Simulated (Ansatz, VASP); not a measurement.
HfC: VASP beside Ansatz

The input INCAR:

```
ALGO     = Normal         # electronic algorithm
EDIFF    = 1E-7           # SCF threshold, eV
ENCUT    = 520            # plane-wave cutoff, eV
GGA      = PS             # functional
ISIF     = 2              # what is computed and relaxed
ISMEAR   = -1             # smearing method
LASPH    = True           # aspherical terms in the spheres
LCHARG   = True           # write CHGCAR
LELF     = True           # ELF
LREAL    = False          # projectors in reciprocal space
LVHAR    = True         
LWAVE    = False          # write WAVECAR
NBANDS   = 14             # bands
NELM     = 80             # most SCF steps
PREC     = Accurate       # precision mode
SIGMA    = 0.05           # smearing width, eV
```

KPOINTS

```
k-points
0
Gamma
  11 11 11
```

Contents of POSCAR:

```
HfC
1.0
    0.0000000000      2.2935772291      2.2935772291
    2.2935772291      0.0000000000      2.2935772291
    2.2935772291      2.2935772291      0.0000000000
Hf C
1 1
Direct
    0.5000000000      0.5000000000      0.5000000000
    0.0000000000      0.0000000000      0.0000000000
```

Input for Ansatz:

```yaml
crystal:
  lattice:
    - [0.0, 2.2935772291273375, 2.2935772291273375]
    - [2.2935772291273375, 0.0, 2.2935772291273375]
    - [2.2935772291273375, 2.2935772291273375, 0.0]
  atoms:
    - { symbol: Hf, position: [0.5, 0.5, 0.5] }
    - { symbol: C, position: [0.0, 0.0, 0.0] }
basis:
  ecutwfc: 500.0
kpoints:
  mp_grid:
    grid: [11, 11, 11]
hamiltonian:
  xc: pbesol
  pseudopotentials:
    kind: paw
scf:
  occupations:
    method: fermi_dirac
    width: 0.05
output:
  stress: true
```

Alike in both runs: task single point; functional PBEsol; k mesh 11 × 11 × 11; occupations fermi-dirac, width 0.05 eV; no spin polarisation.

|  | VASP | Ansatz |
| --- | --- | --- |
| version | VASP 6.6.1 | Ansatz 0.2.0 |
| potentials or method | VASP PAW PBE potentials, release 64 (Hf_pv, C), cutoff 520 eV | plane waves, PAW |
| valence electrons in the cell | 14 | 30 |

```csv
,VASP,Ansatz,Ansatz less VASP
pressure (GPa),3.1,3.3,+0.20
```

VASP's potentials were made for PBE, not for PBEsol. The functional is the same, so the differences come from potentials, cutoffs and numerics. VASP's potentials hold 14 valence electrons a cell and Ansatz's 30, so a difference there can come from the potentials and not from the codes.

Neither program's run includes spin-orbit coupling.
